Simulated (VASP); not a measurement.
Crystal: ZrB.

```xyz
2
Lattice="0.0000 2.3250 2.3250 2.3250 0.0000 2.3250 2.3250 2.3250 0.0000" Properties=species:S:1:pos:R:3 pbc="T T T"
Zr    0.0000    0.0000    0.0000
B     2.3250    2.3250    2.3250
```

```yaml
Program: VASP 6.6.1
Task: relaxation of cell and atoms
Functional: LDA
Potentials_or_basis: VASP PAW LDA potentials, release 64 (Zr_sv, B)
Cutoff: 600 eV
k_mesh: 10 × 10 × 10
Occupations: fermi-dirac, width 0.05 eV
Spin: no spin polarisation
Hubbard_terms: Zr d U = 2.0 eV
```

At the start: pressure 31.9 GPa; volume 12.57 Å³/atom.

Problem. Where does the relaxation end?

Solution. Over 17 steps the energy falls by 170.5 meV/atom and the volume is 14.48 Å³/atom (+15.2 %); space group Fm-3m (No. 225, to 0.05 Å).

The path:
```csv
step,energy change (eV),largest force (eV/Å),pressure (GPa),volume (Å³)
1,0.0000,0.0000,31.91,25.14
2,0.2014,0.0000,-23.05,35.38
3,-0.3404,0.0000,-1.11,29.17
4,-0.3411,0.0000,-0.16,29.01
5,-0.3410,0.0000,0.32,28.93
6,-0.3411,0.0000,0.31,28.93
7,-0.3411,0.0000,0.30,28.93
8,-0.3411,0.0000,0.29,28.93
9,-0.3411,0.0000,0.29,28.93
10,-0.3411,0.0000,0.29,28.93
11,-0.3411,0.0000,0.29,28.93
12,-0.3411,0.0000,0.29,28.93
13,-0.3411,0.0000,0.28,28.93
14,-0.3411,0.0000,0.27,28.94
15,-0.3411,0.0000,0.25,28.94
16,-0.3411,0.0000,0.18,28.95
17,-0.3411,0.0000,0.08,28.97
```

Final structure:
```
Zr B
1.0
     0.00000    2.43756    2.43756
     2.43756    0.00000    2.43756
     2.43756    2.43756    0.00000
Zr B
1 1
Cartesian
  0.0000 0.0000 0.0000
  2.4376 2.4376 2.4376
```

Caveat: the volume moved by over 15 % at a fixed basis, so the end points are rough; the volume moved by +15 % from the deposited cell, more than functionals usually miss; U without spin polarisation on a metal has little footing; the U is typed as a test and isn't derived for this compound.
